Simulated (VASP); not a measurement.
# Te (I4_1/amd) in VASP: a series of runs, part 2 of 2

VASP 6.6.1. The steps go on from the part before.

## (4) Single point, PBE

This run uses another cell than the first one, of 14.48 Å³/atom, 1.125 times its volume.

INCAR reads:

```
ALGO = Normal ; EDIFF = 1E-7
ENCUT = 520 ; GGA = PE
ISIF = 2 ; ISMEAR = -1
LASPH = True ; LCHARG = False
LREAL = False ; LWAVE = False
NBANDS = 13 ; NELM = 60
PREC = Accurate ; SIGMA = 0.08
```

KPOINTS reads:

```
k-points
0
Gamma
  15 15 15
```

POSCAR reads:

```
Te
1.0
   -2.3868808348      2.3868808348      1.2708842604
    2.3868808348     -2.3868808348      1.2708842604
    2.3868808348      2.3868808348     -1.2708842604
Te
2
Direct
   -0.3750000000     -0.1250000000     -0.2500000000
    0.3750000000      0.1250000000      0.2500000000
```

Potentials or basis: VASP PAW PBE potentials, release 64 (Te).

On the command line:

```
$ cat potpaw_PBE.64/Te/POTCAR > POTCAR
$ mpirun -np 1 vasp_std > vasp.out
```

OUTCAR:

```text
EDIFF = 1E-7
   ENCUT = 520
   GGA = PE
   ISIF = 2
   ISMEAR = -1
   LASPH = True
   LREAL = False
   NELM = 60
   PREC = Accurate

 ion  position               nearest neighbor table
   1  0.625  0.875  0.750-   2 2.47   2 2.47   2 2.47   2 2.47   2 3.05   2 3.05   2 3.05   2 3.05

   2  0.375  0.125  0.250-   1 2.47   1 2.47   1 2.47   1 2.47   1 3.05   1 3.05   1 3.05   1 3.05

  LATTYP: Found a body centered tetragonal cell.
 ALAT       =     4.7737616696
 C/A-ratio  =     0.5324456261

  Lattice vectors:

 A1 = (  -2.3868808348,   2.3868808348,   1.2708842604)
 A2 = (   2.3868808348,  -2.3868808348,   1.2708842604)
 A3 = (   2.3868808348,   2.3868808348,  -1.2708842604)

Analysis of symmetry for initial positions (statically):
=====================================================================
 Subroutine PRICEL returns:
 Original cell was already a primitive cell.

 Routine SETGRP: Setting up the symmetry group for a
 body centered tetragonal supercell.

 Subroutine GETGRP returns: Found 16 space group operations
 (whereof  4 operations were pure point group operations)
 out of a pool of 16 trial point group operations.

The static configuration has the point symmetry C_2h.
 The point group associated with its full space group is D_4h.

Analysis of symmetry for dynamics (positions and initial velocities):
=====================================================================
 Subroutine PRICEL returns:
 Original cell was already a primitive cell.

 Routine SETGRP: Setting up the symmetry group for a
 body centered tetragonal supercell.

 Subroutine GETGRP returns: Found 16 space group operations
 (whereof  4 operations were pure point group operations)
[... 119 lines left out ...]
   EFERMI_NEDOS =   21; number of points for ismear=-14 and -15
   IALGO  =     38    algorithm
   IMIX   =      4    mixing-type and parameters
     AMIX     =   0.40;   BMIX     =  1.00
     AMIX_MAG =   1.60;   BMIX_MAG =  1.00
  volume/ion in A,a.u.               =      14.48        97.72
  Fermi-wavevector in a.u.,A,eV,Ry     =   1.220467  2.306348 20.266423  1.489540
  Thomas-Fermi vector in A             =   2.355684
   LORBIT       =      0    0 simple, 1 ext, 2 COOP (PROOUT), +10 PAW based schemes
   GGA     = PE    functional components
   LHFCALC =     F    Hartree Fock is set to
   AEXX    =    0.0000 exact exchange contribution
   IVDW    =     0    specifies the selected vdW correction
   LEPSILON=     F    determine dielectric tensor
   LRPA    =     F    only Hartree local field effects (RPA)
 non-spin polarized calculation
  energy-cutoff  :      520.00
  volume of cell :       28.96
 maximum number of plane-waves:       794
   NGX = 13   NGY = 13   NGZ = 13

 number of electron      12.0000002 magnetization

 Free energy of the ion-electron system (eV)
  ---------------------------------------------------
  ext. energy  EPLUGINS =         0.00000000
  ---------------------------------------------------
  free energy    TOTEN  =         5.64593631 eV

  energy without entropy =        5.66752108  energy(sigma->0) =        5.65672869

 E-fermi :  21.0220     XC(G=0): -13.2684

 val. band max:       21.0205403308   @ k =   0.2667   0.2667   0.2000
 cond. band min:      21.0453554803   @ k =   0.2667   0.1333   0.1333
 fundamental gap:      0.0248151496
 Fermi energy:        21.0220375046

 k-point     1 :       0.0000    0.0000    0.0000
  band No.  band energies     occupation
      1      -1.5344      2.00000
      2      11.6539      2.00000
      3      11.6539      2.00000
      4      11.7085      2.00000
      5      18.7506      2.00000
      6      24.6494      0.00000
      7      24.6494      0.00000
      8      26.7663      0.00000
      9      27.3487      0.00000
     10      28.8324      0.00000
     11      29.5654      0.00000
     12      30.8178      0.00000
     13      30.8178      0.00000
[... 354 lines left out ...]
  band No.  band energies     occupation
      1       1.6992      2.00000
      2      10.6328      2.00000
      3      13.5985      2.00000
      4      14.6714      2.00000
      5      16.1009      2.00000
      6      17.4051      2.00000
      7      20.4833      1.99762
      8      21.0125      1.05964
      9      22.8575      0.00000
     10      25.2157      0.00000
     11      26.8889      0.00000
     12      32.4685      0.00000
     13      34.5420      0.00000

 [... further k-points ...]
[... 5 lines left out ...]
  --------------------------------------------------------------------------------------
  -------------------------------------------------------------------------------------
  Total       39.1024429     39.1024429     39.0525633      0.0000000     -0.0000000      0.0000000
  in kB     2163.1518415   2163.1518415   2160.3924968      0.0000000     -0.0000000      0.0000000
  external PRESSURE =    2162.2320599 kB  Pullay stress =       0.0000000 kB

 VOLUME and BASIS-vectors are now :
 -----------------------------------------------------------------------------
  energy-cutoff  :      520.00
  volume of cell :       28.96
      direct lattice vectors                 reciprocal lattice vectors
    -2.386880835  2.386880835  1.270884260     0.000000000  0.209478409  0.393426857
     2.386880835 -2.386880835  1.270884260     0.209478409  0.000000000  0.393426857
     2.386880835  2.386880835 -1.270884260     0.209478409  0.209478409  0.000000000

 POSITION                                       TOTAL-FORCE (eV/Angst)
 -----------------------------------------------------------------------------------
      2.38688      1.19344      0.95316         0.000000      0.000000      0.000000
     -0.00000      1.19344      0.31772        -0.000000     -0.000000     -0.000000
 -----------------------------------------------------------------------------------
    total drift:                               -0.000000      0.000000     -0.000000

  FREE ENERGIE OF THE ION-ELECTRON SYSTEM (eV)
  ---------------------------------------------------
  free  energy   TOTEN  =         5.6459363122 eV

  energy  without entropy=        5.6675210772  energy(sigma->0) =        5.65672869
```

stdout:

```text
POSCAR found type information on POSCAR Te
 POSCAR found :  1 types and       2 ions
 scaLAPACK will be used
 LDA part: xc-table for (Slater+PW92), standard interpolation
 POSCAR, INCAR and KPOINTS ok, starting setup
 FFT: planning ... GRIDC
 FFT: planning ... GRID_SOFT
 FFT: planning ... GRID
 WAVECAR not read
 entering main loop
```

Run time: 2.8 min. Hardware: 1 thread of Oxide Virtual Turin-like, shared host; peak memory 0.19 GiB.

Results:

```yaml
Free_energy: 5.6459 eV
Pressure: 216.2 GPa
Band_gap_on_the_k_mesh: zero (band 6 reaches 28.12 eV, above the bottom of band 7 at 18.62 eV)
```

Caveat: spin-orbit coupling is left out, which moves the levels of the heavy elements.

## (5) Single point, PBE

INCAR reads:

```
SYSTEM = Te
  PREC = Accurate
  ENCUT = 520
  EDIFF = 1E-7
  ISMEAR = -1
  SIGMA = 0.08
  LREAL = .False.
  LASPH = .True.
  NELM = 100
  ALGO = Normal
  ISIF = 2
  LWAVE = .False.
  LCHARG = .False.
  GGA = PE
  NBANDS = 13
```

KPOINTS reads:

```
regular mesh
0
Gamma
  15 15 15
  0 0 0
```

POSCAR is that of step 4.

On the command line:

```
$ cat potpaw_PBE.64/Te/POTCAR > POTCAR
$ mpirun -np 1 vasp_std > vasp.out
```

It took 2.2 min on 1 thread of Oxide Virtual Turin-like, shared host; peak memory 0.19 GiB.

It converged, with:

| Property | Result |
| --- | --- |
| Free energy | 5.6459 eV |
| Pressure | 216.2 GPa |
| Band gap on the k mesh | zero (band 6 reaches 28.12 eV, above the bottom of band 7 at 18.62 eV) |

Stress tensor (GPa, compression positive):
```
216.32   0.00   0.00
  0.00 216.32   0.00
  0.00   0.00 216.04
```

Levels at points of the mesh, in eV from the Fermi level:
```csv
k point,band 4,band 5,band 6,band 7,band 8,band 9
"(0.00, 0.00, 0.00)",-9.31,-2.27,3.63,3.63,5.74,6.33
```

Caveat: spin-orbit coupling is left out, which moves the levels of the heavy elements.
